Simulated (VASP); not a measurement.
Runs of VASP 6.6.1 on Ti. The structure is that of space group I4/mmm (No. 139), or close to it. The cells are those of the table. 

| cell | gap on the mesh (eV) | pressure (GPa) |
| --- | --- | --- |
| a = 2.879 Å, angles 103.5, 103.5, 122.2°, 1 atom | none | -2.8 |
| a = 2.888 Å, angles 117.3, 117.3, 94.8°, 1 atom | none | -1.6 |
| a = 2.848 Å, angles 112.1, 112.1, 104.2°, 1 atom | none | (a) |
| a = 2.847 Å, angles 107.3, 107.3, 113.9°, 1 atom | none | -2.5 |

Alike in all rows: task single point; level r2SCAN; potentials or basis VASP PAW PBE potentials, release 64 (Ti_sv); no spin polarisation; k mesh 22 × 22 × 22; cutoff (eV) 520; smearing gaussian 0.15 eV.

Q: Fill in the values left out.

A: (a) -2.3.

Caveats: the PAW data sets were made with another functional, which shifts forces and pressure a little.

A gap of «none» marks levels without a gap at the run's occupations.
